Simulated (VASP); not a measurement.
Here is a VASP 6.6.1 calculation.

The input POSCAR:

```
TiO2
1.0
    0.0000000000      2.3968272579      2.3968272579
    2.3968272579      0.0000000000      2.3968272579
    2.3968272579      2.3968272579      0.0000000000
Ti O
1 2
Direct
    0.0000000000      0.0000000000      0.0000000000
    0.2500000000      0.2500000000      0.2500000000
    0.7500000000      0.7500000000      0.7500000000
```

File INCAR.step1:

```
SYSTEM = TiO2
ALGO     = Normal         ! electronic algorithm
EDIFF    = 1E-5           ! SCF threshold, eV
ENCUT    = 1480           ! plane-wave cutoff, eV
GGA      = PE             ! functional
GGA_COMPAT= .FALSE.      
ISMEAR   = 0              ! smearing method
LASPH    = .TRUE.         ! aspherical terms in the spheres
LCHARG   = .FALSE.        ! write CHGCAR
LREAL    = .FALSE.        ! projectors in reciprocal space
LWAVE    = .TRUE.         ! write WAVECAR
NBANDS   = 19             ! bands
NELM     = 120            ! most SCF steps
PREC     = Accurate       ! precision mode
SIGMA    = 0.01           ! smearing width, eV
```

Contents of INCAR.step2:

```
SYSTEM = TiO2
ALGO     = Normal         ! electronic algorithm
EDIFF    = 1E-6           ! SCF threshold, eV
ENCUT    = 1480           ! plane-wave cutoff, eV
GGA_COMPAT= .FALSE.      
ISIF     = 2              ! what is computed and relaxed
ISMEAR   = 0              ! smearing method
ISTART   = 1            
LASPH    = .TRUE.         ! aspherical terms in the spheres
LCHARG   = .FALSE.        ! write CHGCAR
LMIXTAU  = .TRUE.       
LREAL    = .FALSE.        ! projectors in reciprocal space
LWAVE    = .FALSE.        ! write WAVECAR
METAGGA  = R2SCAN         ! meta-GGA
NBANDS   = 19             ! bands
NELM     = 120            ! most SCF steps
PREC     = Accurate       ! precision mode
SIGMA    = 0.01           ! smearing width, eV
```

KPOINTS

```
k-points
0
G
  6 6 6
  0 0 0
```

Potentials or basis: VASP PAW PBE potentials, release 64 (Ti_sv, O_h).

Run with:

```console
$ cat potpaw_PBE.64/Ti_sv/POTCAR potpaw_PBE.64/O_h/POTCAR > POTCAR
$ cp INCAR.step1 INCAR
$ mpirun -np 1 vasp_std > vasp.out
$ cp INCAR.step2 INCAR
$ mpirun -np 1 vasp_std > vasp.out
```

(1) Estimate the band gap on the k mesh.

(2) Predict the pressure.

## Answers

(1) 1.55 eV (least direct gap 2.25 eV).

(2) 1.4 GPa.

Caveat: the structure was generated, so it needn't be the stable form of TiO2; the PAW data sets were made with another functional, which shifts forces and pressure a little.
